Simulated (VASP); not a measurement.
Input of a VASP 6.6.1 run:

The input POSCAR:

```
CuI
1.0
    0.0000000000      3.0306360100      3.0306360100
    3.0306360100      0.0000000000      3.0306360100
    3.0306360100      3.0306360100      0.0000000000
Cu I
1 1
Direct
    0.2500000000      0.2500000000      0.2500000000
    0.0000000000      0.0000000000      0.0000000000
```

Contents of INCAR.step1:

```
SYSTEM = CuI
PREC = Accurate
ENCUT = 520
ISMEAR = -1
SIGMA = 0.02
LREAL = .False.
LASPH = .True.
NELM = 80
GGA = PE
ALGO = Normal
EDIFF = 1E-4
LWAVE = .True.
LCHARG = .False.
```

INCAR.step2

```
SYSTEM = CuI
PREC = Accurate
ENCUT = 520
EDIFF = 1E-6
ISMEAR = -1
SIGMA = 0.02
LREAL = .False.
LASPH = .True.
NELM = 80
ALGO = Normal
ISIF = 2
LWAVE = .False.
LCHARG = .False.
METAGGA = R2SCAN
LMIXTAU = .True.
IBRION = 2
NSW = 50
EDIFFG = -0.01
ISTART = 1
```

Contents of KPOINTS:

```
Automatic mesh
0
Gamma
  8 8 8
  0 0 0
```

Potentials or basis: VASP PAW PBE potentials, release 64 (Cu, I).

Run with:

```sh
$ cat potpaw_PBE.64/Cu/POTCAR potpaw_PBE.64/I/POTCAR > POTCAR
$ cp INCAR.step1 INCAR
$ mpirun -np 1 vasp_std > vasp.out
$ cp INCAR.step2 INCAR
$ mpirun -np 1 vasp_std > vasp.out
```

**Question.** Estimate the band gap on the k mesh.

**Answer.** 1.62 eV.

Final structure:
```
Cu I
1.0
     0.00000    3.03064    3.03064
     3.03064    0.00000    3.03064
     3.03064    3.03064    0.00000
Cu I
1 1
Direct
  0.25000 0.25000 0.25000
  0.00000 0.00000 0.00000
```

Caveat: the relaxation stopped at its first step, so nothing moved; spin-orbit coupling is left out, which moves the levels of the heavy elements. r2SCAN opens gaps a little over a GGA but as a rule still falls short of measured ones.
